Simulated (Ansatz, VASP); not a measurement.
## C: VASP beside Ansatz

```xyz
2
Lattice="0.0000 1.8184 1.8184 1.8184 0.0000 1.8184 1.8184 1.8184 0.0000" Properties=species:S:1:pos:R:3 pbc="T T T"
C     1.8184    1.8184    1.8184
C     2.7276    2.7276    2.7276
```

Change from the starting cell: volume scaled by 1.06, crystal datasets.

Alike in both runs: task electric field gradients; functional LDA; k mesh 16 × 16 × 16; occupations fermi-dirac, width 0.03 eV; no spin polarisation.

|  | VASP | Ansatz |
| --- | --- | --- |
| version | VASP 6.6.1 | Ansatz 0.2.0 |
| potentials or method | VASP PAW LDA potentials, release 64 (C), cutoff 520 eV | all-electron PAW with datasets made for the crystal, scalar-relativistic |

Ansatz gave:

- gap on the k mesh at the Fermi level (eV): 3.97
- pressure (GPa): -34.9

Task: Which values does VASP return?

Result: gap on the k mesh at the Fermi level (eV): 3.96; pressure (GPa): -33.8.

LDA's correlation is that of Perdew and Zunger in VASP and of Perdew and Wang (1992) in Ansatz. Both programs put the cell under strong tension, so it lies far from rest at this level. Ansatz ran all-electron here, and VASP with PAW potentials.

Noted on VASP's run: the cell as given lies far from equilibrium.
